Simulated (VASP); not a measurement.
# SrCl2 (I4/mmm) in VASP: notebook

SrCl2 is run at these levels: LDA; tasks: single point.

Program: VASP 6.6.1. These are calculated values, not measurements. Logs are shortened: lines on timing, memory, paths and dates and some standing lists are left out, and cuts for length are marked.

### 1 The cell of the first run

The structure is tetragonal, space group I4/mmm (No. 139). Conventional cell: a = 5.324 Å, b = 5.324 Å, c = 6.971 Å, α = 90.00°, β = 90.00°, γ = 90.00°. Sr (site symmetry 4/mmm) has 8 Cl at 3.18 Å within 4.2 Å. Cl (site symmetry -4m2) has 4 Sr at 3.18 Å and 6 Cl at 3.49 to 3.76 Å within 4.2 Å.

### 2 Single point, LDA (strain +0.080 along x and y, +0.000 along z)

INCAR

```
SYSTEM = SrCl2
PREC = Accurate
ENCUT = 520
EDIFF = 1E-6
ISMEAR = 0
SIGMA = 0.05
LREAL = .False.
LASPH = .True.
NELM = 80
ALGO = Normal
ISIF = 2
LWAVE = .False.
LCHARG = .False.
NBANDS = 19
```

KPOINTS

```
Automatic mesh
0
Gamma
  6 6 6
  0 0 0
```

POSCAR

```
SrCl2
1.0
    0.0000000000      3.7643400000      3.4855000000
    3.7643400000      0.0000000000      3.4855000000
    3.7643400000      3.7643400000      0.0000000000
Sr Cl
1 2
Direct
    0.0000000000      0.0000000000      0.0000000000
    0.2500000000      0.2500000000      0.2500000000
    0.7500000000      0.7500000000      0.7500000000
```

Potentials or basis: VASP PAW LDA potentials, release 64 (Sr_sv, Cl).

Started as:

```bash
$ cat potpaw_LDA.64/Sr_sv/POTCAR potpaw_LDA.64/Cl/POTCAR > POTCAR
$ mpirun -np 1 vasp_std > vasp.out
```

OUTCAR:

```text
SYSTEM = SrCl2
   PREC = Accurate
   ENCUT = 520
   EDIFF = 1E-6
   ISMEAR = 0
   LREAL = .False.
   LASPH = .True.
   NELM = 80
   ISIF = 2

 ion  position               nearest neighbor table
   1  0.000  0.000  0.000-   3 3.18   3 3.18   3 3.18   2 3.18   3 3.18   2 3.18   2 3.18   2 3.18

   2  0.250  0.250  0.250-   1 3.18   1 3.18   1 3.18   1 3.18
   3  0.750  0.750  0.750-   1 3.18   1 3.18   1 3.18   1 3.18

  LATTYP: Found a body centered tetragonal cell.
 ALAT       =     5.3235806814
 C/A-ratio  =     1.3094570022

  Lattice vectors:

 A1 = (   0.0000000000,  -3.7643400000,  -3.4855000000)
 A2 = (   0.0000000000,   3.7643400000,  -3.4855000000)
 A3 = (   3.7643400000,   0.0000000000,   3.4855000000)

Analysis of symmetry for initial positions (statically):
=====================================================================
 Subroutine PRICEL returns:
 Original cell was already a primitive cell.

 Routine SETGRP: Setting up the symmetry group for a
 body centered tetragonal supercell.

 Subroutine GETGRP returns: Found 16 space group operations
 (whereof 16 operations were pure point group operations)
 out of a pool of 16 trial point group operations.

The static configuration has the point symmetry D_4h.

Analysis of symmetry for dynamics (positions and initial velocities):
=====================================================================
 Subroutine PRICEL returns:
 Original cell was already a primitive cell.

 Routine SETGRP: Setting up the symmetry group for a
 body centered tetragonal supercell.

 Subroutine GETGRP returns: Found 16 space group operations
 (whereof 16 operations were pure point group operations)
 out of a pool of 16 trial point group operations.

The dynamic configuration has the point symmetry D_4h.

 Subroutine INISYM returns: Found 16 space group operations
 (whereof 16 operations are pure point group operations),
 and found     1 'primitive' translations

----------------------------------------------------------------------------------------

                                     Primitive cell

  volume of cell :      98.7809

  direct lattice vectors                    reciprocal lattice vectors
     0.000000000  3.764340000  3.485500000    -0.132825409  0.132825409  0.143451442
     3.764340000  0.000000000  3.485500000     0.132825409 -0.132825409  0.143451442
     3.764340000  3.764340000  0.000000000     0.132825409  0.132825409 -0.143451442

  length of vectors
     5.130201349  5.130201349  5.323580681     0.236354595  0.236354595  0.236354595

  position of ions in fractional coordinates (direct lattice)
     0.000000000  0.000000000  0.000000000
     0.250000000  0.250000000  0.250000000
     0.750000000  0.750000000  0.750000000

  ion indices of the primitive-cell ions
   primitive index   ion index
                 1           1
                 2           2
                 3           3

----------------------------------------------------------------------------------------

 KPOINTS: Automatic mesh

Automatic generation of k-mesh.
 Grid dimensions read from file:
 generate k-points for:    6    6    6

 Generating k-lattice:

  Cartesian coordinates                     Fractional coordinates (reciprocal lattice)
    -0.022137568  0.022137568  0.023908574     0.166666667  0.000000000  0.000000000
     0.022137568 -0.022137568  0.023908574     0.000000000  0.166666667  0.000000000
     0.022137568  0.022137568 -0.023908574     0.000000000  0.000000000  0.166666667

  Length of vectors
     0.039392433  0.039392433  0.039392433

  Shift w.r.t. Gamma in fractional coordinates (k-lattice)
     0.000000000  0.000000000  0.000000000

 Subroutine IBZKPT returns following result:
 ===========================================

 Found     30 irreducible k-points:

 Following reciprocal coordinates:
            Coordinates               Weight
  0.000000  0.000000  0.000000      1.000000
  0.166667  0.000000  0.000000      8.000000
  0.333333  0.000000  0.000000      8.000000
  0.500000  0.000000  0.000000      4.000000
  0.166667  0.166667  0.000000      2.000000
  0.333333  0.166667  0.000000      8.000000
[... 16 lines left out ...]
  0.333333  0.000000  0.333333      4.000000
  0.500000  0.000000  0.333333     16.000000
 [... further k-points ...]
   k-points           NKPTS =     30   k-points in BZ     NKDIM =     30   number of bands    NBANDS=     19
   number of dos      NEDOS =    301   number of ions     NIONS =      3
   total plane-waves  NPLWV =  64000
   dimension x,y,z NGX =    40 NGY =   40 NGZ =   40
   dimension x,y,z NGXF=    80 NGYF=   80 NGZF=   80
   ions per type =               1   2
   NGX,Y,Z   is equivalent  to a cutoff of  12.96, 12.96, 12.49 a.u.
   NGXF,Y,Z  is equivalent  to a cutoff of  25.92, 25.92, 24.98 a.u.
 SYSTEM =  SrCl2
   PREC   = accura    normal or accurate (medium, high low for compatibility)
   ISTART =      0    job   : 0-new  1-cont  2-samecut
   ICHARG =      2    charge: 1-file 2-atom 10-const
   ISPIN  =      1    spin polarized calculation?
   LNONCOLLINEAR =      F non collinear calculations
   LSORBIT =      F    spin-orbit coupling
   LASPH  =      T    aspherical Exc in radial PAW
   ENCUT  =  520.0 eV  38.22 Ry    6.18 a.u.   9.54  9.54  9.90*2*pi/ulx,y,z
   NELM   =     80;   NELMIN=  2; NELMDL= -5     # of ELM steps
   EDIFF  = 0.1E-05   stopping-criterion for ELM
   LREAL  =      F    real-space projection
   EDIFFG = 0.1E-04   stopping-criterion for IOM
   NSW    =      0    number of steps for IOM
   IBRION =     -1    ionic relax: 0-MD 1-quasi-New 2-CG
   NFREE  =      0    steps in history (QN), initial steepest desc. (CG)
   ISIF   =      2    stress and relaxation
   ISYM   =      2    0-nonsym 1-usesym 2-fastsym
   POTIM  = 0.5000    time-step for ionic-motion
   TEBEG  =    0.0;   TEEND  =   0.0 temperature during run
   PSTRESS=    0.0 pullay stress
   NELECT =      24.0000    total number of electrons
   NUPDOWN=      -1.0000    fix difference up-down
   EMIN   =  10.00;   EMAX   =-10.00  energy-range for DOS
   EFERMI =   0.00;   METHOD = LEGACY
   ISMEAR =     0;   SIGMA  =   0.05  broadening in eV -4-tet -1-fermi 0-gaus
   EFERMI_NEDOS =   21; number of points for ismear=-14 and -15
   IALGO  =     38    algorithm
   IMIX   =      4    mixing-type and parameters
     AMIX     =   0.40;   BMIX     =  1.00
     AMIX_MAG =   1.60;   BMIX_MAG =  1.00
  volume/ion in A,a.u.               =      32.93       222.20
  Fermi-wavevector in a.u.,A,eV,Ry     =   1.021538  1.930426 14.198209  1.043539
  Thomas-Fermi vector in A             =   2.155168
   LORBIT       =      0    0 simple, 1 ext, 2 COOP (PROOUT), +10 PAW based schemes
   GGA     = CA    functional components
   LHFCALC =     F    Hartree Fock is set to
   AEXX    =    0.0000 exact exchange contribution
   IVDW    =     0    specifies the selected vdW correction
   LEPSILON=     F    determine dielectric tensor
   LRPA    =     F    only Hartree local field effects (RPA)
 non-spin polarized calculation
 Gauss-broadening in eV      SIGMA  =   0.05
  energy-cutoff  :      520.00
  volume of cell :       98.78
 maximum number of plane-waves:      2673
 NGX is ok and might be reduce to    40
   NGX = 19   NGY = 19   NGZ = 19

 number of electron      24.0000005 magnetization

 Free energy of the ion-electron system (eV)
  ---------------------------------------------------
  ext. energy  EPLUGINS =         0.00000000
  ---------------------------------------------------
  free energy    TOTEN  =       -13.58217551 eV

  energy without entropy =      -13.58217551  energy(sigma->0) =      -13.58217551

 E-fermi :  -0.3512     XC(G=0):  -8.1726

 val. band max:       -0.6431240669   @ k =   0.5000   0.5000   0.0000
 cond. band min:       3.3340873631   @ k =   0.0000   0.0000   0.0000
 fundamental gap:      3.9772114299
 Fermi energy:        -0.3511670812

 k-point     1 :       0.0000    0.0000    0.0000
  band No.  band energies     occupation
      1     -34.1808      2.00000
      2     -16.2344      2.00000
      3     -16.2104      2.00000
      4     -16.2104      2.00000
      5     -13.7539      2.00000
      6     -13.1242      2.00000
[... 11 lines left out ...]
     18       7.3068      0.00000
     19       7.4071      0.00000

 k-point     2 :       0.1667    0.0000    0.0000
  band No.  band energies     occupation
      1     -34.1805      2.00000
      2     -16.2529      2.00000
      3     -16.2228      2.00000
      4     -16.2125      2.00000
      5     -13.6761      2.00000
      6     -13.1664      2.00000
[... 11 lines left out ...]
     18       7.0256      0.00000
     19       7.7652      0.00000

 k-point     3 :       0.3333    0.0000    0.0000
  band No.  band energies     occupation
      1     -34.1799      2.00000
      2     -16.3042      2.00000
      3     -16.2286      2.00000
      4     -16.2167      2.00000
      5     -13.5238      2.00000
      6     -13.2486      2.00000
[... 11 lines left out ...]
     18       6.8305      0.00000
     19       7.1263      0.00000

 k-point     4 :       0.5000    0.0000    0.0000
  band No.  band energies     occupation
      1     -34.1796      2.00000
      2     -16.3290      2.00000
      3     -16.2303      2.00000
      4     -16.2187      2.00000
      5     -13.4502      2.00000
      6     -13.2872      2.00000
[... 11 lines left out ...]
     18       6.7854      0.00000
     19       6.8661      0.00000

 k-point     5 :       0.1667    0.1667    0.0000
  band No.  band energies     occupation
      1     -34.1804      2.00000
      2     -16.2676      2.00000
      3     -16.2151      2.00000
      4     -16.2151      2.00000
      5     -13.6342      2.00000
      6     -13.2039      2.00000
[... 11 lines left out ...]
     18       7.0848      0.00000
     19       7.1883      0.00000
[... 334 lines left out ...]
      2     -16.3034      2.00000
      3     -16.2681      2.00000
      4     -16.2200      2.00000
      5     -13.4521      2.00000
      6     -13.2585      2.00000
[... 11 lines left out ...]
     18       6.5737      0.00000
     19       7.8775      0.00000

 k-point    22 :      -0.3333    0.5000    0.1667
  band No.  band energies     occupation
      1     -34.1790      2.00000
      2     -16.3294      2.00000
      3     -16.2598      2.00000
      4     -16.2272      2.00000
      5     -13.4115      2.00000
      6     -13.2725      2.00000
[... 11 lines left out ...]
     18       7.2079      0.00000
     19       7.9794      0.00000

 k-point    23 :       0.3333    0.0000    0.3333
  band No.  band energies     occupation
      1     -34.1797      2.00000
      2     -16.3168      2.00000
      3     -16.2474      2.00000
      4     -16.2186      2.00000
      5     -13.4649      2.00000
      6     -13.2536      2.00000
[... 11 lines left out ...]
     18       6.3744      0.00000
     19       7.4622      0.00000

 k-point    24 :       0.5000    0.0000    0.3333
  band No.  band energies     occupation
      1     -34.1794      2.00000
      2     -16.3275      2.00000
      3     -16.2581      2.00000
      4     -16.2264      2.00000
      5     -13.3902      2.00000
      6     -13.2901      2.00000
[... 11 lines left out ...]
     18       6.7975      0.00000
     19       7.6130      0.00000

 [... further k-points ...]
[... 5 lines left out ...]
  --------------------------------------------------------------------------------------
  -------------------------------------------------------------------------------------
  Total       -4.2677864     -4.2677864     -2.3585066      0.0000000     -0.0000000      0.0000000
  in kB      -69.2214178    -69.2214178    -38.2538287      0.0000000     -0.0000000      0.0000000
  external PRESSURE =     -58.8988881 kB  Pullay stress =       0.0000000 kB

 VOLUME and BASIS-vectors are now :
 -----------------------------------------------------------------------------
  energy-cutoff  :      520.00
  volume of cell :       98.78
      direct lattice vectors                 reciprocal lattice vectors
     0.000000000  3.764340000  3.485500000    -0.132825409  0.132825409  0.143451442
     3.764340000  0.000000000  3.485500000     0.132825409 -0.132825409  0.143451442
     3.764340000  3.764340000  0.000000000     0.132825409  0.132825409 -0.143451442

 POSITION                                       TOTAL-FORCE (eV/Angst)
 -----------------------------------------------------------------------------------
      0.00000      0.00000      0.00000        -0.000000      0.000000      0.000000
      1.88217      1.88217      1.74275        -0.000000     -0.000000     -0.000000
      5.64651      5.64651      5.22825         0.000000      0.000000      0.000000
 -----------------------------------------------------------------------------------
    total drift:                               -0.000000     -0.000000      0.000000

  FREE ENERGIE OF THE ION-ELECTRON SYSTEM (eV)
  ---------------------------------------------------
  free  energy   TOTEN  =       -13.5821755062 eV

  energy  without entropy=      -13.5821755062  energy(sigma->0) =      -13.58217551
```

Run time: 94 s. Hardware: 1 thread of Intel Xeon 8259CL, shared host; peak memory 0.22 GiB.

What came out:

| Item | Value |
| --- | --- |
| Free energy | -13.5822 eV |
| Pressure | -5.9 GPa |
| Band gap on the k mesh | 3.98 eV (least direct gap 4.20 eV) |

Levels at points of the mesh, in eV from the valence-band top:
```csv
k point,band 10,band 11,band 12,band 13,band 14,band 15
"(0.00, 0.00, 0.00)",-0.75,-0.75,-0.22,3.98,5.29,5.77
"(0.50, 0.00, 0.00)",-1.41,-1.21,-1.13,5.90,6.00,6.35
"(0.50, 0.50, 0.00)",-0.69,-0.69,0.00,4.83,6.37,6.64
"(0.50, 0.00, 0.50)",-0.83,-0.40,-0.25,4.87,5.93,6.66
```

Caveat: the cell differs from its parent crystal (strain +0.080 along x and y, +0.000 along z); the cell stands under tension. A k mesh can miss the band edges.

### 3 Single point, LDA (strain +0.080 along x and y, +0.040 along z)

INCAR

```
ALGO = Normal
EDIFF = 1E-6
ENCUT = 520
ISIF = 2
ISMEAR = 0
LASPH = T
LCHARG = F
LREAL = F
LWAVE = F
NBANDS = 19
NELM = 80
PREC = Accurate
SIGMA = 0.05
```

KPOINTS

```
k-points
0
Gamma
  6 6 6
```

POSCAR

```
SrCl2
1.0
    0.0000000000      3.7643400000      3.6249200000
    3.7643400000      0.0000000000      3.6249200000
    3.7643400000      3.7643400000      0.0000000000
Sr Cl
1 2
Direct
    0.0000000000      0.0000000000      0.0000000000
    0.2500000000      0.2500000000      0.2500000000
    0.7500000000      0.7500000000      0.7500000000
```

Potentials or basis: VASP PAW LDA potentials, release 64 (Sr_sv, Cl).

Started as:

```bash
$ cat potpaw_LDA.64/Sr_sv/POTCAR potpaw_LDA.64/Cl/POTCAR > POTCAR
$ mpirun -np 1 vasp_std > vasp.out
```

Wall time 1.7 min (1 thread of Intel Xeon 8259CL, shared host); peak memory 0.22 GiB.

Results (log left out):

```yaml
Free_energy: -13.4683 eV
Pressure: -6.4 GPa
Band_gap_on_the_k_mesh: 4.07 eV (least direct gap 4.31 eV)
```

Stress tensor (GPa, compression positive):
```
-6.83  0.00  0.00
 0.00 -6.83  0.00
 0.00  0.00 -5.42
```

Levels at points of the mesh, in eV from the valence-band top:
```
           k point  band 8  band 9  band 10  band 11  band 12  band 13  band 14  band 15  band 16  band 17
(0.00, 0.00, 0.00)   -1.70   -1.70    -0.48    -0.48    -0.24     4.07     5.55     5.77     7.93     7.93
(0.50, 0.00, 0.00)   -1.31   -1.26    -1.18    -0.99    -0.95     6.04     6.09     6.40     6.97     7.09
(0.50, 0.50, 0.00)   -1.65   -1.65    -0.47    -0.47     0.00     5.02     6.28     6.71     7.17     7.17
(0.50, 0.00, 0.50)   -1.69   -1.58    -0.52    -0.26    -0.18     5.05     6.08     6.72     7.00     7.08
```

Caveat: the cell differs from its parent crystal (strain +0.080 along x and y, +0.040 along z); the cell stands under tension.
